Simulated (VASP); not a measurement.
# CsI (Pm-3m) in VASP: further runs

Runs on CsI. Level: LDA. Tasks: single point, relaxation of cell and atoms.

All numbers are computed with VASP 6.6.1; they aren't measurements. Logs are shortened: lines on timing, memory, paths and dates and some standing lists are left out, and cuts for length are marked.

## Step 1: The cell of the first run

The structure is cubic, space group Pm-3m (No. 221). Conventional cell: a = 4.402 Å, b = 4.402 Å, c = 4.402 Å, α = 90.00°, β = 90.00°, γ = 90.00°. Cs (site symmetry m-3m) has 8 I at 3.81 Å and 6 Cs at 4.40 Å within 5.0 Å. I (site symmetry m-3m) has 8 Cs at 3.81 Å and 6 I at 4.40 Å within 5.0 Å.

## Step 2: Single point, LDA

The input, INCAR:

```
PREC     = Accurate       # precision mode
ENCUT    = 500            # plane-wave cutoff, eV
EDIFF    = 1E-6           # SCF threshold, eV
ISMEAR   = 0              # smearing method
SIGMA    = 0.02           # smearing width, eV
LREAL    = False          # projectors in reciprocal space
LASPH    = True           # aspherical terms in the spheres
NELM     = 120            # most SCF steps
ALGO     = Normal         # electronic algorithm
ISIF     = 2              # what is computed and relaxed
LWAVE    = False          # write WAVECAR
LCHARG   = False          # write CHGCAR
NBANDS   = 15             # bands
GGA_COMPAT= False
```

The input, KPOINTS:

```
regular mesh
0
Gamma
  6 6 6
```

The input, POSCAR:

```
CsI
1.0
    4.4018175581      0.0000000000      0.0000000000
    0.0000000000      4.4018175581      0.0000000000
    0.0000000000      0.0000000000      4.4018175581
Cs I
1 1
Direct
    0.0000000000      0.0000000000      0.0000000000
    0.5000000000      0.5000000000      0.5000000000
```

Potentials or basis: VASP PAW LDA potentials, release 64 (Cs_sv, I).

On the command line:

```bash
cat potpaw_LDA.64/Cs_sv/POTCAR potpaw_LDA.64/I/POTCAR > POTCAR
mpirun -np 1 vasp_std > vasp.out
```

OUTCAR:

```text
PREC = Accurate
   ENCUT = 500
   EDIFF = 1E-6
   ISMEAR = 0
   LREAL = False
   LASPH = True
   NELM = 120
   ISIF = 2

 ion  position               nearest neighbor table
   1  0.000  0.000  0.000-
   2  0.500  0.500  0.500-

  LATTYP: Found a simple cubic cell.
 ALAT       =     4.4018175581

  Lattice vectors:

 A1 = (   4.4018175581,   0.0000000000,   0.0000000000)
 A2 = (   0.0000000000,   4.4018175581,   0.0000000000)
 A3 = (   0.0000000000,   0.0000000000,   4.4018175581)

Analysis of symmetry for initial positions (statically):
=====================================================================
 Subroutine PRICEL returns:
 Original cell was already a primitive cell.

 Routine SETGRP: Setting up the symmetry group for a
 simple cubic supercell.

 Subroutine GETGRP returns: Found 48 space group operations
 (whereof 48 operations were pure point group operations)
 out of a pool of 48 trial point group operations.

The static configuration has the point symmetry O_h .

Analysis of symmetry for dynamics (positions and initial velocities):
=====================================================================
 Subroutine PRICEL returns:
 Original cell was already a primitive cell.

 Routine SETGRP: Setting up the symmetry group for a
 simple cubic supercell.

 Subroutine GETGRP returns: Found 48 space group operations
 (whereof 48 operations were pure point group operations)
 out of a pool of 48 trial point group operations.

The dynamic configuration has the point symmetry O_h .

 Subroutine INISYM returns: Found 48 space group operations
 (whereof 48 operations are pure point group operations),
 and found     1 'primitive' translations

----------------------------------------------------------------------------------------

                                     Primitive cell

  volume of cell :      85.2896

  direct lattice vectors                    reciprocal lattice vectors
     4.401817558  0.000000000  0.000000000     0.227178884  0.000000000  0.000000000
     0.000000000  4.401817558  0.000000000     0.000000000  0.227178884  0.000000000
     0.000000000  0.000000000  4.401817558     0.000000000  0.000000000  0.227178884

  length of vectors
     4.401817558  4.401817558  4.401817558     0.227178884  0.227178884  0.227178884

  position of ions in fractional coordinates (direct lattice)
     0.000000000  0.000000000  0.000000000
     0.500000000  0.500000000  0.500000000

  ion indices of the primitive-cell ions
   primitive index   ion index
                 1           1
                 2           2

----------------------------------------------------------------------------------------

 KPOINTS: regular mesh

Automatic generation of k-mesh.
 Grid dimensions read from file:
 generate k-points for:    6    6    6

 Generating k-lattice:

  Cartesian coordinates                     Fractional coordinates (reciprocal lattice)
     0.037863147  0.000000000  0.000000000     0.166666667  0.000000000  0.000000000
     0.000000000  0.037863147  0.000000000     0.000000000  0.166666667  0.000000000
     0.000000000  0.000000000  0.037863147     0.000000000  0.000000000  0.166666667

  Length of vectors
     0.037863147  0.037863147  0.037863147

  Shift w.r.t. Gamma in fractional coordinates (k-lattice)
     0.000000000  0.000000000  0.000000000

 Subroutine IBZKPT returns following result:
 ===========================================

 Found     20 irreducible k-points:

 Following reciprocal coordinates:
            Coordinates               Weight
  0.000000  0.000000  0.000000      1.000000
  0.166667  0.000000  0.000000      6.000000
  0.333333  0.000000  0.000000      6.000000
  0.500000  0.000000  0.000000      3.000000
  0.166667  0.166667  0.000000     12.000000
  0.333333  0.166667  0.000000     24.000000
[... 12 lines left out ...]
  0.500000  0.500000  0.333333      6.000000
  0.500000  0.500000  0.500000      1.000000
   k-points           NKPTS =     20   k-points in BZ     NKDIM =     20   number of bands    NBANDS=     15
   number of dos      NEDOS =    301   number of ions     NIONS =      2
   total plane-waves  NPLWV =  32768
   dimension x,y,z NGX =    32 NGY =   32 NGZ =   32
   dimension x,y,z NGXF=    64 NGYF=   64 NGZF=   64
   ions per type =               1   1
   NGX,Y,Z   is equivalent  to a cutoff of  12.09, 12.09, 12.09 a.u.
   NGXF,Y,Z  is equivalent  to a cutoff of  24.17, 24.17, 24.17 a.u.
 SYSTEM =  unknown system
   PREC   = accura    normal or accurate (medium, high low for compatibility)
   ISTART =      0    job   : 0-new  1-cont  2-samecut
   ICHARG =      2    charge: 1-file 2-atom 10-const
   ISPIN  =      1    spin polarized calculation?
   LNONCOLLINEAR =      F non collinear calculations
   LSORBIT =      F    spin-orbit coupling
   LASPH  =      T    aspherical Exc in radial PAW
   ENCUT  =  500.0 eV  36.75 Ry    6.06 a.u.   8.03  8.03  8.03*2*pi/ulx,y,z
   NELM   =    120;   NELMIN=  2; NELMDL= -5     # of ELM steps
   EDIFF  = 0.1E-05   stopping-criterion for ELM
   LREAL  =      F    real-space projection
   EDIFFG = 0.1E-04   stopping-criterion for IOM
   NSW    =      0    number of steps for IOM
   IBRION =     -1    ionic relax: 0-MD 1-quasi-New 2-CG
   NFREE  =      0    steps in history (QN), initial steepest desc. (CG)
   ISIF   =      2    stress and relaxation
   ISYM   =      2    0-nonsym 1-usesym 2-fastsym
   POTIM  = 0.5000    time-step for ionic-motion
   TEBEG  =    0.0;   TEEND  =   0.0 temperature during run
   PSTRESS=    0.0 pullay stress
   NELECT =      16.0000    total number of electrons
   NUPDOWN=      -1.0000    fix difference up-down
   EMIN   =  10.00;   EMAX   =-10.00  energy-range for DOS
   EFERMI =   0.00;   METHOD = LEGACY
   ISMEAR =     0;   SIGMA  =   0.02  broadening in eV -4-tet -1-fermi 0-gaus
   EFERMI_NEDOS =   21; number of points for ismear=-14 and -15
   IALGO  =     38    algorithm
   IMIX   =      4    mixing-type and parameters
     AMIX     =   0.40;   BMIX     =  1.00
     AMIX_MAG =   1.60;   BMIX_MAG =  1.00
  volume/ion in A,a.u.               =      42.64       287.78
  Fermi-wavevector in a.u.,A,eV,Ry     =   0.937165  1.770985 11.949704  0.878278
  Thomas-Fermi vector in A             =   2.064248
   LORBIT       =      0    0 simple, 1 ext, 2 COOP (PROOUT), +10 PAW based schemes
   GGA     = CA    functional components
   LHFCALC =     F    Hartree Fock is set to
   AEXX    =    0.0000 exact exchange contribution
   IVDW    =     0    specifies the selected vdW correction
   LEPSILON=     F    determine dielectric tensor
   LRPA    =     F    only Hartree local field effects (RPA)
 non-spin polarized calculation
 Gauss-broadening in eV      SIGMA  =   0.02
  energy-cutoff  :      500.00
  volume of cell :       85.29
 maximum number of plane-waves:      2192
   NGX = 17   NGY = 17   NGZ = 17

 number of electron      15.9999994 magnetization

 Free energy of the ion-electron system (eV)
  ---------------------------------------------------
  ext. energy  EPLUGINS =         0.00000000
  ---------------------------------------------------
  free energy    TOTEN  =        -6.18711187 eV

  energy without entropy =       -6.18711187  energy(sigma->0) =       -6.18711187

 E-fermi :   1.5541     XC(G=0):  -8.5345

 val. band max:        1.3774259087   @ k =   0.5000   0.5000   0.0000
 cond. band min:       5.1476202238   @ k =   0.0000   0.0000   0.0000
 fundamental gap:      3.7701943151
 Fermi energy:         1.5540556869

 k-point     1 :       0.0000    0.0000    0.0000
  band No.  band energies     occupation
      1     -18.8561      2.00000
      2      -9.5258      2.00000
      3      -5.5373      2.00000
      4      -5.5373      2.00000
      5      -5.5373      2.00000
      6       1.3156      2.00000
      7       1.3156      2.00000
      8       1.3156      2.00000
      9       5.1476      0.00000
     10       5.1476      0.00000
     11       5.3218      0.00000
     12       9.2862      0.00000
     13       9.2862      0.00000
     14       9.2862      0.00000
     15      11.8314      0.00000

 k-point     2 :       0.1667    0.0000    0.0000
  band No.  band energies     occupation
      1     -18.8455      2.00000
      2      -9.5363      2.00000
      3      -5.5880      2.00000
      4      -5.5118      2.00000
      5      -5.5118      2.00000
      6       0.7081      2.00000
      7       1.2516      2.00000
      8       1.2516      2.00000
      9       5.3298      0.00000
     10       5.7562      0.00000
     11       6.1269      0.00000
     12       9.1884      0.00000
     13       9.1884      0.00000
     14       9.4270      0.00000
     15      10.4105      0.00000

 k-point     3 :       0.3333    0.0000    0.0000
  band No.  band energies     occupation
      1     -18.8241      2.00000
      2      -9.5622      2.00000
      3      -5.6639      2.00000
      4      -5.4594      2.00000
      5      -5.4594      2.00000
      6      -0.1728      2.00000
      7       1.1196      2.00000
      8       1.1196      2.00000
      9       5.8343      0.00000
     10       7.1445      0.00000
     11       7.6108      0.00000
     12       8.7878      0.00000
     13       9.2507      0.00000
     14       9.2507      0.00000
     15       9.7827      0.00000
[... 271 lines left out ...]
 k-point    19 :       0.5000    0.5000    0.3333
  band No.  band energies     occupation
      1     -18.7502      2.00000
      2      -9.1945      2.00000
      3      -5.9437      2.00000
      4      -5.9437      2.00000
      5      -5.7718      2.00000
      6      -0.1050      2.00000
      7      -0.1050      2.00000
      8       0.0480      2.00000
      9       7.4999      0.00000
     10       8.1588      0.00000
     11       8.1588      0.00000
     12       8.7647      0.00000
     13      10.3904      0.00000
     14      10.3904      0.00000
     15      11.6780      0.00000

 k-point    20 :       0.5000    0.5000    0.5000
  band No.  band energies     occupation
      1     -18.7416      2.00000
      2      -9.1554      2.00000
      3      -5.8936      2.00000
      4      -5.8936      2.00000
      5      -5.8936      2.00000
      6      -0.2764      2.00000
      7      -0.2764      2.00000
      8      -0.2764      2.00000
      9       8.7337      0.00000
     10       8.7337      0.00000
     11       8.7337      0.00000
     12       9.6539      0.00000
     13       9.6539      0.00000
     14       9.6539      0.00000
     15      11.7316      0.00000

------------------------ aborting loop because EDIFF is reached ----------------------------------------

  FORCE on cell =-STRESS in cart. coord.  units (eV):
  Direction    XX          YY          ZZ          XY          YZ          ZX
  --------------------------------------------------------------------------------------
  -------------------------------------------------------------------------------------
  Total        0.0382956      0.0382956      0.0382956      0.0000000      0.0000000     -0.0000000
  in kB        0.7193879      0.7193879      0.7193879      0.0000000      0.0000000     -0.0000000
  external PRESSURE =       0.7193879 kB  Pullay stress =       0.0000000 kB

 VOLUME and BASIS-vectors are now :
 -----------------------------------------------------------------------------
  energy-cutoff  :      500.00
  volume of cell :       85.29
      direct lattice vectors                 reciprocal lattice vectors
     4.401817558  0.000000000  0.000000000     0.227178884  0.000000000  0.000000000
     0.000000000  4.401817558  0.000000000     0.000000000  0.227178884  0.000000000
     0.000000000  0.000000000  4.401817558     0.000000000  0.000000000  0.227178884

 POSITION                                       TOTAL-FORCE (eV/Angst)
 -----------------------------------------------------------------------------------
      0.00000      0.00000      0.00000         0.000000      0.000000      0.000000
      2.20091      2.20091      2.20091         0.000000      0.000000      0.000000
 -----------------------------------------------------------------------------------
    total drift:                                0.000000      0.000000     -0.000000

  FREE ENERGIE OF THE ION-ELECTRON SYSTEM (eV)
  ---------------------------------------------------
  free  energy   TOTEN  =        -6.1871118668 eV

  energy  without entropy=       -6.1871118668  energy(sigma->0) =       -6.18711187
```

Run time: 7.2 s. Hardware: 1 thread of Intel Xeon Platinum 8488C (Sapphire Rapids), shared host; peak memory 0.16 GiB.

Results:

```
Free energy            : -6.1871 eV
Pressure               : 0.1 GPa
Band gap on the k mesh : 3.77 eV, indirect (least direct gap 3.83 eV)
```

Caveat: spin-orbit coupling is left out, which moves the levels of the heavy elements.

## Step 3: Relaxation of cell and atoms, LDA

The input, INCAR:

```
SYSTEM = CsI
PREC     = Accurate       ! precision mode
ENCUT    = 500            ! plane-wave cutoff, eV
EDIFF    = 1E-7           ! SCF threshold, eV
ISMEAR   = 0              ! smearing method
SIGMA    = 0.02           ! smearing width, eV
LREAL    = .False.        ! projectors in reciprocal space
LASPH    = .True.         ! aspherical terms in the spheres
NELM     = 120            ! most SCF steps
ALGO     = Normal         ! electronic algorithm
ISIF     = 3              ! what is computed and relaxed
LWAVE    = .False.        ! write WAVECAR
LCHARG   = .False.        ! write CHGCAR
GGA      = CA             ! functional
IBRION   = 2              ! ionic algorithm
NSW      = 100            ! ionic steps
EDIFFG   = -0.005         ! ionic threshold
GGA_COMPAT= .False.      
NELMIN   = 4
```

The input, KPOINTS:

```
Automatic mesh
0
Gamma
  6 6 6
  0 0 0
```

POSCAR is that of step 2.

Potentials or basis: VASP PAW LDA potentials, release 64 (Cs_sv, I).

On the command line:

```bash
cat potpaw_LDA.64/Cs_sv/POTCAR potpaw_LDA.64/I/POTCAR > POTCAR
mpirun -np 1 vasp_std > vasp.out
```

OUTCAR:

```text
SYSTEM = CsI
   PREC = Accurate
   ENCUT = 500
   EDIFF = 1E-7
   ISMEAR = 0
   LREAL = .False.
   LASPH = .True.
   NELM = 120
   ISIF = 3
   GGA = CA
   IBRION = 2
   NSW = 100
   EDIFFG = -0.005
   NELMIN = 4

 ion  position               nearest neighbor table
   1  0.000  0.000  0.000-
   2  0.500  0.500  0.500-

  LATTYP: Found a simple cubic cell.
 ALAT       =     4.4018175581

  Lattice vectors:

 A1 = (   4.4018175581,   0.0000000000,   0.0000000000)
 A2 = (   0.0000000000,   4.4018175581,   0.0000000000)
 A3 = (   0.0000000000,   0.0000000000,   4.4018175581)

[... 177 lines left out ...]
  -------------------------------------------------------------------------------------
  Total        0.0389297      0.0389297      0.0389297      0.0000000      0.0000000     -0.0000000
  in kB        0.7313008      0.7313008      0.7313008      0.0000000      0.0000000     -0.0000000
  external PRESSURE =       0.7313008 kB  Pullay stress =       0.0000000 kB
[... 59 lines left out ...]
--------------------------------------- Ionic step        3  -------------------------------------------

 number of electron      15.9999993 magnetization

 Free energy of the ion-electron system (eV)
  ---------------------------------------------------
  ext. energy  EPLUGINS =         0.00000000
  ---------------------------------------------------
  free energy    TOTEN  =        -6.18719302 eV

  energy without entropy =       -6.18719302  energy(sigma->0) =       -6.18719302

 E-fermi :   1.4430     XC(G=0):  -8.5173

 val. band max:        1.3485183407   @ k =   0.5000   0.5000   0.0000
 cond. band min:       5.1269996251   @ k =   0.0000   0.0000   0.0000
 fundamental gap:      3.7784812844
 Fermi energy:         1.4430177980

 k-point     1 :       0.0000    0.0000    0.0000
  band No.  band energies     occupation
      1     -18.8877      2.00000
      2      -9.5474      2.00000
      3      -5.5696      2.00000
      4      -5.5696      2.00000
      5      -5.5696      2.00000
      6       1.2852      2.00000
      7       1.2852      2.00000
      8       1.2852      2.00000
      9       5.1270      0.00000
     10       5.1270      0.00000
     11       5.2760      0.00000
     12       9.2489      0.00000
[... 312 lines left out ...]
  FREE ENERGIE OF THE ION-ELECTRON SYSTEM (eV)
  ---------------------------------------------------
  free  energy   TOTEN  =        -6.1871930197 eV

  energy  without entropy=       -6.1871930197  energy(sigma->0) =       -6.18719302

 reached required accuracy - stopping structural energy minimisation
```

OSZICAR:

```text
N       E                     dE             d eps       ncg     rms          rms(c)
DAV:   1     0.887451699130E+02    0.88745E+02   -0.62016E+03   480   0.108E+03
DAV:   2     0.579157360708E+00   -0.88166E+02   -0.83225E+02   712   0.168E+02
DAV:   3    -0.622919317484E+01   -0.68084E+01   -0.67884E+01   592   0.530E+01
[... 21 lines left out ...]
DAV:   2    -0.618722469675E+01    0.11405E-03   -0.16110E-04   500   0.758E-02    0.231E-02
DAV:   3    -0.618719364981E+01    0.31047E-04   -0.98402E-05   508   0.553E-02    0.135E-02
DAV:   4    -0.618719333287E+01    0.31695E-06   -0.12792E-06   496   0.805E-03    0.100E-02
DAV:   5    -0.618719303327E+01    0.29960E-06   -0.60111E-07   528   0.469E-03    0.116E-03
DAV:   6    -0.618719301975E+01    0.13524E-07   -0.50036E-08   264   0.149E-03
   3 F= -.61871930E+01 E0= -.61871930E+01  d E =-.811420E-04
```

Run time: 12 s. Hardware: 1 thread of Intel Xeon Platinum 8488C (Sapphire Rapids), shared host; peak memory 0.17 GiB.

What came out:

| Item | Value |
| --- | --- |
| Free energy | -6.1872 eV |
| Relaxed volume | 42.82 Å³/atom |
| Relaxed cell | a = 4.408 Å, b = 4.408 Å, c = 4.408 Å, α = 90.00°, β = 90.00°, γ = 90.00° |
| Space group after relaxing (to 0.05 Å) | Pm-3m (No. 221) |
| Energy gained by relaxing | 0.0 meV/atom |
| Ionic steps | 3 |
| Pressure after relaxing | 0.0 GPa |
| Band gap on the k mesh | 3.78 eV, indirect (least direct gap 3.84 eV) |

Final structure:
```
CELL_PARAMETERS angstrom
4.40787 0.00000 0.00000
0.00000 4.40787 0.00000
0.00000 0.00000 4.40787
ATOMIC_POSITIONS crystal
Cs 0.00000 0.00000 0.00000
I 0.50000 0.50000 0.50000
```

Levels at points of the mesh, in eV from the valence-band top:
```
           k point  band 5  band 6  band 7  band 8  band 9  band 10  band 11  band 12
(0.00, 0.00, 0.00)   -6.92   -0.06   -0.06   -0.06    3.78     3.78     3.93     7.90
(0.50, 0.00, 0.00)   -6.81   -1.90   -0.32   -0.32    4.90     6.59     6.73     7.00
(0.50, 0.50, 0.00)   -6.76   -0.94   -0.94    0.00    3.97     4.77     5.98     5.98
(0.50, 0.50, 0.50)   -7.27   -1.64   -1.64   -1.64    7.34     7.34     7.34     8.25
```

Caveat: spin-orbit coupling is left out, which moves the levels of the heavy elements. A hybrid or GW would open this gap; LDA tends to underestimate it.
